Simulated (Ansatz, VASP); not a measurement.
One calculation of Ta2Si, two programs

```
Ta Si
1.0
    -3.13038    3.13038    2.52470
     3.13038   -3.13038    2.52470
     3.13038    3.13038   -2.52470
Ta Si
4 2
Direct
  0.66358 0.83642 0.50000
  0.83642 0.33642 0.17283
  0.33642 0.16358 0.50000
  0.16358 0.66358 0.82717
  0.25000 0.25000 0.00000
  0.75000 0.75000 0.00000
```

Change from the starting cell: strain +0.0150 x Voigt [1, 1, 0, 0, 0, 0], atoms carried along.

Alike in both runs: task single point; functional r2SCAN; k mesh 12 × 12 × 12; occupations gaussian, width 0.15 eV; no spin polarisation.

|  | VASP | Ansatz |
| --- | --- | --- |
| version | VASP 6.6.1 | Ansatz 0.2.0 |
| potentials or method | VASP PAW PBE potentials, release 64 (Ta_pv, Si), cutoff 520 eV | scalar-relativistic, plane waves, PAW |
| valence electrons in the cell | 52 | 60 |

Ansatz gave:

* gap on the k mesh at the Fermi level (eV): none
* pressure (GPa): -6.5
* traceless stress, the component that is largest in VASP (GPa): 2.14
* rms of the force components (eV/Å): 0.024

Q: Which values does VASP return?

A: gap on the k mesh at the Fermi level (eV): none; pressure (GPa): -6.1; traceless stress, the component that is largest in VASP (GPa): 2.11; rms of the force components (eV/Å): 0.025.

VASP's potentials were made for PBE, not for r2SCAN. Atom by atom the forces differ by 0.001 eV/Å (rms over components). A gap of «none» marks a metal or a gap that the smearing closes. With one functional, cell and mesh, what is left measures potentials, basis and numerics. VASP's potentials hold 52 valence electrons a cell and Ansatz's 60, so a difference there can come from the potentials and not from the codes.

Neither program's run includes spin-orbit coupling.
